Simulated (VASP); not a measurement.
Set up this calculation in VASP 6.6.1, as the native input.

- Task: single point
- Functional: LDA
- Potentials or basis: VASP PAW LDA potentials, release 64 (Al, As)
- Cutoff: 500 eV
- k mesh: 8 × 8 × 8
- Occupations: gaussian, width 0.02 eV
- Spin: no spin polarisation
- Dipole correction: no
- Further INCAR settings: ALGO = Normal; EDIFF = 1e-06; NBANDS = 11

The structure of AlAs (lda) lies in POSCAR:

```
AlAs
1.0
    0.0000000000      2.8145445159      2.8145445159
    2.8145445159      0.0000000000      2.8145445159
    2.8145445159      2.8145445159      0.0000000000
Al As
1 1
Direct
    0.0000000000      0.0000000000      0.0000000000
    0.2500000000      0.2500000000      0.2500000000
```

The input as run:

INCAR

```
ALGO = Normal ; EDIFF = 1E-6
ENCUT = 500 ; GGA = CA
GGA_COMPAT = False ; ISIF = 2
ISMEAR = 0 ; LASPH = True
LCHARG = False ; LREAL = False
LWAVE = False ; NBANDS = 11
NELM = 120 ; PREC = Accurate
SIGMA = 0.02
```

KPOINTS

```
k-points
0
Gamma
  8 8 8
```

Potentials or basis: VASP PAW LDA potentials, release 64 (Al, As).

Command:

```sh
$ cat potpaw_LDA.64/Al/POTCAR potpaw_LDA.64/As/POTCAR > POTCAR
$ mpirun -np 1 vasp_std > vasp.out
```

Results of the run:

| Property | Result |
| --- | --- |
| Pressure | 0.4 GPa |
| Band gap on the k mesh | 1.31 eV, indirect (least direct gap 2.02 eV) |

It took 6.1 s on 1 thread of AMD EPYC 9R45 96-Core Processor (Zen 5), on a shared host, peak memory 0.12 GiB.
